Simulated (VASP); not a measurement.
Write the native input for VASP 6.6.1 that does the following.

```
Task                   : single point
Functional             : PBE
Potentials or basis    : VASP PAW PBE potentials, release 64 (B, P)
Cutoff                 : 500 eV
k mesh                 : 12 × 12 × 12
Occupations            : gaussian, width 0.01 eV
Spin                   : no spin polarisation
Dipole correction      : no
Further INCAR settings : ALGO = Normal; EDIFF = 1e-06; NBANDS = 11
```

The structure of BP lies in POSCAR:

```
BP
1.0
    0.0000000000      2.1691802231      2.1691802231
    2.1691802231      0.0000000000      2.1691802231
    2.1691802231      2.1691802231      0.0000000000
B P
1 1
Direct
    0.0000000000      0.0000000000      0.0000000000
    0.7500000000      0.7500000000      0.7500000000
```

These files were run (other wordings do the same):

INCAR

```
PREC = Accurate
ENCUT = 500
EDIFF = 1E-6
ISMEAR = 0
SIGMA = 0.01
LREAL = False
LASPH = True
NELM = 120
ALGO = Normal
ISIF = 2
LWAVE = False
LCHARG = False
GGA = PE
NBANDS = 11
GGA_COMPAT = False
```

KPOINTS

```
regular mesh
0
Gamma
  12 12 12
```

Potentials or basis: VASP PAW PBE potentials, release 64 (B, P).

The run is started by

```console
$ cat potpaw_PBE.64/B/POTCAR potpaw_PBE.64/P/POTCAR > POTCAR
$ mpirun -np 1 vasp_std > vasp.out
```

Results of the run:

- Pressure: 29.6 GPa
- Band gap on the k mesh: 1.03 eV (least direct gap 3.64 eV)

Caveat: the cell stands under pressure.

It took 7.4 s on 1 thread of Intel(R) Xeon(R) Platinum 8488C (Sapphire Rapids), with other jobs on the host, peak memory 0.13 GiB.
